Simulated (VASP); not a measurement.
# GaCo (P4/mmm) in VASP: a series of runs

GaCo is run at these levels: PBEsol; tasks: single point.

All numbers are computed with VASP 6.6.1; they aren't measurements. Logs are shortened: lines on timing, memory, paths and dates and some standing lists are left out, and cuts for length are marked.

## 1. The cell of the first run

It takes space group P4/mmm (No. 123, tetragonal). The conventional cell has a = 3.236 Å, b = 3.236 Å, c = 2.288 Å, α = 90.00°, β = 90.00°, γ = 90.00°. Within 3.0 Å of Ga (site symmetry 4/mmm) lie 2 Ga at 2.29 Å and 8 Co at 2.56 Å. Within 3.0 Å of Co (site symmetry 4/mmm) lie 2 Co at 2.29 Å and 8 Ga at 2.56 Å.

## 2. Single point, PBEsol

File INCAR:

```
SYSTEM = GaCo
ALGO = Fast
EDIFF = 1E-6
ENCUT = 520
GGA = PS
ISIF = 2
ISMEAR = 0
LASPH = .True.
LCHARG = .False.
LREAL = .False.
LWAVE = .False.
NBANDS = 18
NELM = 60
PREC = Accurate
SIGMA = 0.15
```

File KPOINTS:

```
k-points
0
Gamma
  18 18 18
  0 0 0
```

File POSCAR:

```
GaCo
1.0
    3.2363332474      0.0000000000      0.0000000000
    0.0000000000      3.2363332474      0.0000000000
    0.0000000000      0.0000000000      2.2880876059
Ga Co
1 1
Direct
    0.5000000000      0.5000000000      0.5000000000
    0.0000000000      0.0000000000      0.0000000000
```

Potentials or basis: VASP PAW PBE potentials, release 64 (Ga_d, Co).

Launch:

```console
cat potpaw_PBE.64/Ga_d/POTCAR potpaw_PBE.64/Co/POTCAR > POTCAR
mpirun -np 1 vasp_std > vasp.out
```

OUTCAR:

```text
SYSTEM = GaCo
   EDIFF = 1E-6
   ENCUT = 520
   GGA = PS
   ISIF = 2
   ISMEAR = 0
   LASPH = .True.
   LREAL = .False.
   NELM = 60
   PREC = Accurate

 ion  position               nearest neighbor table
   1  0.500  0.500  0.500-   2 2.56   2 2.56   2 2.56   2 2.56   2 2.56   2 2.56   2 2.56   2 2.56

   2  0.000  0.000  0.000-   1 2.56   1 2.56   1 2.56   1 2.56   1 2.56   1 2.56   1 2.56   1 2.56

  LATTYP: Found a simple tetragonal cell.
 ALAT       =     3.2363332474
 C/A-ratio  =     0.7070000000

  Lattice vectors:

 A1 = (   3.2363332474,   0.0000000000,   0.0000000000)
 A2 = (   0.0000000000,   3.2363332474,   0.0000000000)
 A3 = (   0.0000000000,   0.0000000000,   2.2880876059)

Analysis of symmetry for initial positions (statically):
=====================================================================
 Subroutine PRICEL returns:
 Original cell was already a primitive cell.

 Routine SETGRP: Setting up the symmetry group for a
 simple tetragonal supercell.

 Subroutine GETGRP returns: Found 16 space group operations
 (whereof 16 operations were pure point group operations)
 out of a pool of 16 trial point group operations.

The static configuration has the point symmetry D_4h.

Analysis of symmetry for dynamics (positions and initial velocities):
=====================================================================
 Subroutine PRICEL returns:
 Original cell was already a primitive cell.

 Routine SETGRP: Setting up the symmetry group for a
 simple tetragonal supercell.

 Subroutine GETGRP returns: Found 16 space group operations
 (whereof 16 operations were pure point group operations)
 out of a pool of 16 trial point group operations.

The dynamic configuration has the point symmetry D_4h.

 Subroutine INISYM returns: Found 16 space group operations
 (whereof 16 operations are pure point group operations),
 and found     1 'primitive' translations

----------------------------------------------------------------------------------------

                                     Primitive cell

  volume of cell :      23.9651

  direct lattice vectors                    reciprocal lattice vectors
     3.236333247  0.000000000  0.000000000     0.308991665  0.000000000  0.000000000
     0.000000000  3.236333247  0.000000000     0.000000000  0.308991665  0.000000000
     0.000000000  0.000000000  2.288087606     0.000000000  0.000000000  0.437046203

  length of vectors
     3.236333247  3.236333247  2.288087606     0.308991665  0.308991665  0.437046203

  position of ions in fractional coordinates (direct lattice)
     0.500000000  0.500000000  0.500000000
     0.000000000  0.000000000  0.000000000

  ion indices of the primitive-cell ions
   primitive index   ion index
                 1           1
                 2           2

----------------------------------------------------------------------------------------

 KPOINTS: k-points

Automatic generation of k-mesh.
 Grid dimensions read from file:
 generate k-points for:   18   18   18

 Generating k-lattice:

  Cartesian coordinates                     Fractional coordinates (reciprocal lattice)
     0.017166204  0.000000000  0.000000000     0.055555556  0.000000000  0.000000000
     0.000000000  0.017166204  0.000000000     0.000000000  0.055555556  0.000000000
     0.000000000  0.000000000  0.024280345     0.000000000  0.000000000  0.055555556

  Length of vectors
     0.017166204  0.017166204  0.024280345

  Shift w.r.t. Gamma in fractional coordinates (k-lattice)
     0.000000000  0.000000000  0.000000000

 Subroutine IBZKPT returns following result:
 ===========================================

 Found    550 irreducible k-points:

 Following reciprocal coordinates:
            Coordinates               Weight
  0.000000  0.000000  0.000000      1.000000
  0.055556  0.000000  0.000000      4.000000
  0.111111  0.000000  0.000000      4.000000
  0.166667  0.000000  0.000000      4.000000
  0.222222  0.000000  0.000000      4.000000
  0.277778  0.000000  0.000000      4.000000
[... 16 lines left out ...]
  0.277778  0.111111  0.000000      8.000000
  0.333333  0.111111  0.000000      8.000000
 [... further k-points ...]
   k-points           NKPTS =    550   k-points in BZ     NKDIM =    550   number of bands    NBANDS=     18
   number of dos      NEDOS =    301   number of ions     NIONS =      2
   total plane-waves  NPLWV =  10368
   dimension x,y,z NGX =    24 NGY =   24 NGZ =   18
   dimension x,y,z NGXF=    48 NGYF=   48 NGZF=   36
   ions per type =               1   1
   NGX,Y,Z   is equivalent  to a cutoff of  12.33, 12.33, 13.08 a.u.
   NGXF,Y,Z  is equivalent  to a cutoff of  24.66, 24.66, 26.16 a.u.
 SYSTEM =  GaCo
   PREC   = accura    normal or accurate (medium, high low for compatibility)
   ISTART =      0    job   : 0-new  1-cont  2-samecut
   ICHARG =      2    charge: 1-file 2-atom 10-const
   ISPIN  =      1    spin polarized calculation?
[... 88 lines left out ...]
      2      -5.6465      2.00000
      3      -5.5409      2.00000
      4      -5.2529      2.00000
      5      -5.2504      2.00000
      6      -2.4345      2.00000
[... 10 lines left out ...]
     17      25.3450      0.00000
     18      25.4684      0.00000

 k-point     4 :       0.1667    0.0000    0.0000
  band No.  band energies     occupation
      1      -6.4409      2.00000
      2      -5.6303      2.00000
      3      -5.5446      2.00000
      4      -5.2551      2.00000
      5      -5.2498      2.00000
      6      -2.2105      2.00000
[... 10 lines left out ...]
     17      24.5534      0.00000
     18      25.7446      0.00000

 k-point     5 :       0.2222    0.0000    0.0000
  band No.  band energies     occupation
      1      -6.4382      2.00000
      2      -5.6108      2.00000
      3      -5.5491      2.00000
      4      -5.2579      2.00000
      5      -5.2491      2.00000
      6      -1.9001      2.00000
[... 10 lines left out ...]
     17      23.7690      0.00000
     18      26.1203      0.00000

 k-point     6 :       0.2778    0.0000    0.0000
  band No.  band energies     occupation
      1      -6.4353      2.00000
      2      -5.5905      2.00000
      3      -5.5539      2.00000
      4      -5.2608      2.00000
      5      -5.2484      2.00000
      6      -1.5085      2.00000
[... 10 lines left out ...]
     17      23.5241      0.00000
     18      26.5821      0.00000

 k-point     7 :       0.3333    0.0000    0.0000
  band No.  band energies     occupation
      1      -6.4325      2.00000
      2      -5.5718      2.00000
      3      -5.5584      2.00000
      4      -5.2635      2.00000
      5      -5.2477      2.00000
      6      -1.0468      2.00000
[... 10 lines left out ...]
     17      25.2197      0.00000
     18      27.1069      0.00000

 k-point     8 :       0.3889    0.0000    0.0000
  band No.  band energies     occupation
      1      -6.4303      2.00000
      2      -5.5621      2.00000
      3      -5.5568      2.00000
      4      -5.2658      2.00000
      5      -5.2471      2.00000
      6      -0.5411      2.00000
[... 10 lines left out ...]
     17      27.0583      0.00000
     18      27.6492      0.00000
[... 229 lines left out ...]
     17      28.3353      0.00000
     18      29.9145      0.00000

 k-point    20 :       0.1111    0.1111    0.0000
  band No.  band energies     occupation
      1      -6.4413      2.00000
      2      -5.6315      2.00000
      3      -5.5457      2.00000
      4      -5.2532      2.00000
      5      -5.2517      2.00000
      6      -2.2561      2.00000
[... 10 lines left out ...]
     17      25.6874      0.00000
     18      26.7845      0.00000

 k-point    21 :       0.1667    0.1111    0.0000
  band No.  band energies     occupation
      1      -6.4393      2.00000
      2      -5.6148      2.00000
      3      -5.5512      2.00000
      4      -5.2552      2.00000
      5      -5.2517      2.00000
      6      -2.0347      2.00000
[... 10 lines left out ...]
     17      25.9557      0.00000
     18      26.6607      0.00000

 k-point    22 :       0.2222    0.1111    0.0000
  band No.  band energies     occupation
      1      -6.4367      2.00000
      2      -5.5948      2.00000
      3      -5.5577      2.00000
      4      -5.2579      2.00000
      5      -5.2513      2.00000
      6      -1.7284      2.00000
[... 10 lines left out ...]
     17      26.0490      0.00000
     18      26.3205      0.00000

 k-point    23 :       0.2778    0.1111    0.0000
  band No.  band energies     occupation
      1      -6.4340      2.00000
      2      -5.5740      2.00000
      3      -5.5644      2.00000
      4      -5.2609      2.00000
      5      -5.2507      2.00000
      6      -1.3430      2.00000
[... 10 lines left out ...]
     17      25.3300      0.00000
     18      26.7676      0.00000

 k-point    24 :       0.3333    0.1111    0.0000
  band No.  band energies     occupation
      1      -6.4315      2.00000
      2      -5.5709      2.00000
      3      -5.5546      2.00000
      4      -5.2638      2.00000
      5      -5.2502      2.00000
      6      -0.8904      2.00000
[... 10 lines left out ...]
     17      25.4159      0.00000
     18      27.2737      0.00000

 [... further k-points ...]
[... 5 lines left out ...]
  --------------------------------------------------------------------------------------
  -------------------------------------------------------------------------------------
  Total       -2.1438176     -2.1438176      7.3165467      0.0000000      0.0000000      0.0000000
  in kB     -143.3241217   -143.3241217    489.1449927      0.0000000      0.0000000      0.0000000
  external PRESSURE =      67.4989164 kB  Pullay stress =       0.0000000 kB

 VOLUME and BASIS-vectors are now :
 -----------------------------------------------------------------------------
  energy-cutoff  :      520.00
  volume of cell :       23.97
      direct lattice vectors                 reciprocal lattice vectors
     3.236333247  0.000000000  0.000000000     0.308991665  0.000000000  0.000000000
     0.000000000  3.236333247  0.000000000     0.000000000  0.308991665  0.000000000
     0.000000000  0.000000000  2.288087606     0.000000000  0.000000000  0.437046203

 POSITION                                       TOTAL-FORCE (eV/Angst)
 -----------------------------------------------------------------------------------
      1.61817      1.61817      1.14404         0.000000      0.000000      0.000000
      0.00000      0.00000      0.00000         0.000000      0.000000      0.000000
 -----------------------------------------------------------------------------------
    total drift:                                0.000000     -0.000000     -0.000000

  FREE ENERGIE OF THE ION-ELECTRON SYSTEM (eV)
  ---------------------------------------------------
  free  energy   TOTEN  =       -10.8094427982 eV

  energy  without entropy=      -10.7701442284  energy(sigma->0) =      -10.78979351
```

It took 3.9 min on 1 thread of Intel Xeon Platinum 8259CL at 2.50GHz (Skylake/Cascade Lake), shared host; peak memory 0.34 GiB.

Results:

- Free energy: -10.8094 eV
- Pressure: 6.7 GPa
- Band gap on the k mesh: zero (band 11 reaches 11.42 eV, above the bottom of band 12 at 8.94 eV)

Stress tensor (GPa, compression positive):
```
-14.33   0.00   0.00
  0.00 -14.33   0.00
  0.00   0.00  48.91
```

Caveat: the PAW data sets were made with another functional, which shifts forces and pressure a little. Spin polarisation is off, so any magnetic state and its effect on volume and gap are missing.

## 3. Single point, PBEsol

This run uses another cell than the first one, of the same volume but with other edges.

File INCAR:

```
SYSTEM = GaCo
PREC     = Accurate       ! precision mode
ENCUT    = 520            ! plane-wave cutoff, eV
EDIFF    = 1E-6           ! SCF threshold, eV
ISMEAR   = 0              ! smearing method
SIGMA    = 0.15           ! smearing width, eV
LREAL    = .False.        ! projectors in reciprocal space
LASPH    = .True.         ! aspherical terms in the spheres
NELM     = 100            ! most SCF steps
ALGO     = Fast           ! electronic algorithm
ISIF     = 2              ! what is computed and relaxed
LWAVE    = .False.        ! write WAVECAR
LCHARG   = .False.        ! write CHGCAR
GGA      = PS             ! functional
NBANDS   = 18             ! bands
```

File KPOINTS:

```
Automatic mesh
0
Gamma
  18 18 18
  0 0 0
```

File POSCAR:

```
GaCo
1.0
    2.5686794007      0.0000000000      0.0000000000
    0.0000000000      2.5686794007      0.0000000000
    0.0000000000      0.0000000000      3.6321126726
Ga Co
1 1
Direct
    0.5000000000      0.5000000000      0.5000000000
    0.0000000000      0.0000000000      0.0000000000
```

Potentials or basis: VASP PAW PBE potentials, release 64 (Ga_d, Co).

Launch:

```console
cat potpaw_PBE.64/Ga_d/POTCAR potpaw_PBE.64/Co/POTCAR > POTCAR
mpirun -np 1 vasp_std > vasp.out
```

Run time: 6.2 min. Hardware: 1 thread of Intel Xeon Platinum 8259CL at 2.50GHz (Skylake/Cascade Lake), shared host; peak memory 0.34 GiB.

It converged, with:

```yaml
Free_energy: -11.4778 eV
Pressure: -4.7 GPa
Band_gap_on_the_k_mesh: zero (band 11 reaches 11.41 eV, above the bottom of band 12 at 8.89 eV)
```

Stress tensor (GPa, compression positive):
```
  2.11   0.00   0.00
  0.00   2.11   0.00
  0.00   0.00 -18.29
```

Levels at points of the mesh, in eV from the Fermi level:
```tsv
k point	band 8	band 9	band 10	band 11	band 12	band 13	band 14	band 15
(0.00, 0.00, 0.00)	-2.41	-0.89	-0.38	-0.38	0.20	5.22	9.88	9.88
(0.50, 0.00, 0.00)	-2.88	-2.05	-0.73	-0.28	1.24	7.22	7.27	7.41
(0.50, 0.50, 0.00)	-1.56	-1.36	-1.26	-1.26	0.76	3.54	5.59	8.32
(0.00, 0.00, 0.50)	-2.40	-1.30	-0.65	-0.65	0.20	12.48	12.48	13.95
(0.50, 0.00, 0.50)	-2.48	-2.32	-0.63	-0.61	-0.31	1.57	3.50	15.84
(0.50, 0.50, 0.50)	-3.43	-0.44	0.76	1.93	3.57	3.57	4.56	4.79
```

Caveat: the PAW data sets were made with another functional, which shifts forces and pressure a little.

## 4. Single point, PBEsol

This run uses another cell than the first one, of the same volume but with other edges.

File INCAR:

```
SYSTEM = GaCo
  PREC = Accurate
  ENCUT = 520
  EDIFF = 1E-6
  ISMEAR = 0
  SIGMA = 0.15
  LREAL = .FALSE.
  LASPH = .TRUE.
  NELM = 80
  ALGO = Fast
  ISIF = 2
  LWAVE = .FALSE.
  LCHARG = .TRUE.
  GGA = PS
  LELF = .TRUE.
  LVHAR = .TRUE.
  NBANDS = 18
```

File KPOINTS:

```
regular mesh
0
G
  18 18 18
  0 0 0
```

File POSCAR:

```
GaCo
1.0
    3.0435940812      0.0000000000      0.0000000000
    0.0000000000      3.0435940812      0.0000000000
    0.0000000000      0.0000000000      2.5870549690
Ga Co
1 1
Direct
    0.5000000000      0.5000000000      0.5000000000
    0.0000000000      0.0000000000      0.0000000000
```

Launch:

```console
cat potpaw_PBE.64/Ga_d/POTCAR potpaw_PBE.64/Co/POTCAR > POTCAR
mpirun -np 1 vasp_std > vasp.out
```

Wall time 4.3 min (1 thread of Intel Xeon Platinum 8259CL at 2.50GHz (Skylake/Cascade Lake), shared host); peak memory 0.34 GiB.

It converged, with:

```
Free energy            : -11.5884 eV
Pressure               : -5.7 GPa
Band gap on the k mesh : zero (band 11 reaches 10.88 eV, above the bottom of band 12 at 9.04 eV)
```

Stress tensor (GPa, compression positive):
```
-13.52   0.00   0.00
  0.00 -13.52   0.00
  0.00   0.00  10.06
```

Levels at points of the mesh, in eV from the Fermi level:
```tsv
k point	band 7	band 8	band 9	band 10	band 11	band 12	band 13	band 14	band 15	band 16
(0.00, 0.00, 0.00)	-2.44	-2.37	-0.81	-0.26	-0.26	3.49	3.49	9.54	9.64	10.02
(0.50, 0.00, 0.00)	-6.85	-2.28	-1.97	-0.75	-0.26	-0.13	8.79	10.19	10.51	13.80
(0.50, 0.50, 0.00)	-3.60	-3.60	-2.68	-0.51	-0.51	-0.33	1.82	2.22	14.86	18.47
(0.00, 0.00, 0.50)	-6.27	-1.86	-1.86	-1.86	-0.72	1.20	10.46	10.46	11.52	11.76
(0.50, 0.00, 0.50)	-3.06	-2.00	-1.96	-1.34	-1.08	0.03	2.68	4.18	10.59	13.82
(0.50, 0.50, 0.50)	-3.77	-3.77	-0.22	0.23	1.02	3.74	4.17	4.17	4.17	5.53
```

Caveat: the PAW data sets were made with another functional, which shifts forces and pressure a little.

## 5. Single point, PBEsol

This run uses another cell than the first one, of the same volume but with other edges.

File INCAR:

```
PREC = Accurate
ENCUT = 520
EDIFF = 1E-7
ISMEAR = 0
SIGMA = 0.15
LREAL = False
LASPH = True
NELM = 100
ALGO = Fast
ISIF = 2
LWAVE = False
LCHARG = False
GGA = PS
NBANDS = 18
```

File KPOINTS:

```
regular mesh
0
Gamma
  18 18 18
```

File POSCAR:

```
GaCo
1.0
    2.7131009749      0.0000000000      0.0000000000
    0.0000000000      2.7131009749      0.0000000000
    0.0000000000      0.0000000000      3.2557211698
Ga Co
1 1
Direct
    0.5000000000      0.5000000000      0.5000000000
    0.0000000000      0.0000000000      0.0000000000
```

Launch:

```console
cat potpaw_PBE.64/Ga_d/POTCAR potpaw_PBE.64/Co/POTCAR > POTCAR
mpirun -np 1 vasp_std > vasp.out
```

Wall time 5 min (1 thread of Intel Xeon Platinum 8259CL at 2.50GHz (Skylake/Cascade Lake), shared host); peak memory 0.34 GiB.

It converged, with:

- Free energy: -11.6889 eV
- Pressure: -6.8 GPa
- Band gap on the k mesh: zero (band 11 reaches 11.07 eV, above the bottom of band 12 at 8.88 eV)

Stress tensor (GPa, compression positive):
```
 -4.22   0.00   0.00
  0.00  -4.22   0.00
  0.00   0.00 -12.01
```

Levels at points of the mesh, in eV from the Fermi level:
```
           k point  band 7  band 8  band 9  band 10  band 11  band 12  band 13  band 14  band 15  band 16
(0.00, 0.00, 0.00)   -2.39   -2.28   -0.48    -0.48    -0.07     1.66     7.67     7.67     8.05    12.74
(0.50, 0.00, 0.00)   -6.39   -2.27   -1.97    -0.99    -0.44     0.89     8.67     9.42     9.51    12.69
(0.50, 0.50, 0.00)   -2.05   -2.05   -1.73    -1.31    -1.31     0.40     3.08     4.64     9.41    12.81
(0.00, 0.00, 0.50)   -6.94   -2.22   -1.03    -1.03    -0.56    -0.08    11.50    11.50    12.71    14.42
(0.50, 0.00, 0.50)   -3.67   -2.61   -2.35    -0.75    -0.59    -0.24     2.12     3.18    13.57    16.82
(0.50, 0.50, 0.50)   -3.71   -3.66   -0.22     0.41     1.16     4.24     4.30     4.30     4.31     4.31
```

Caveat: the PAW data sets were made with another functional, which shifts forces and pressure a little. Spin polarisation is off, so any magnetic state and its effect on volume and gap are missing.

## 6. Overview

```tsv
cell	further INCAR settings	gap on the mesh (eV)	pressure (GPa)
a = 3.236, b = 3.236, c = 2.288 Å, 2 atoms	ALGO = Fast; EDIFF = 1e-06; NBANDS = 18	none	6.7
a = 2.569, b = 2.569, c = 3.632 Å, 2 atoms	ALGO = Fast; EDIFF = 1e-06; NBANDS = 18	none	-4.7
a = 3.044, b = 3.044, c = 2.587 Å, 2 atoms	ALGO = Fast; EDIFF = 1e-06; NBANDS = 18	none	-5.7
a = 2.713, b = 2.713, c = 3.256 Å, 2 atoms	ALGO = Fast; EDIFF = 1e-07; NBANDS = 18	none	-6.8
```

Alike in all rows: task single point; level PBEsol; potentials or basis VASP PAW PBE potentials, release 64 (Ga_d, Co); no spin polarisation; k mesh 18 × 18 × 18; cutoff (eV) 520; smearing gaussian 0.15 eV.

Caveats: the PAW data sets were made with another functional, which shifts forces and pressure a little.

Total energies depend on the potentials used, so only differences within one code and one set of settings carry meaning.
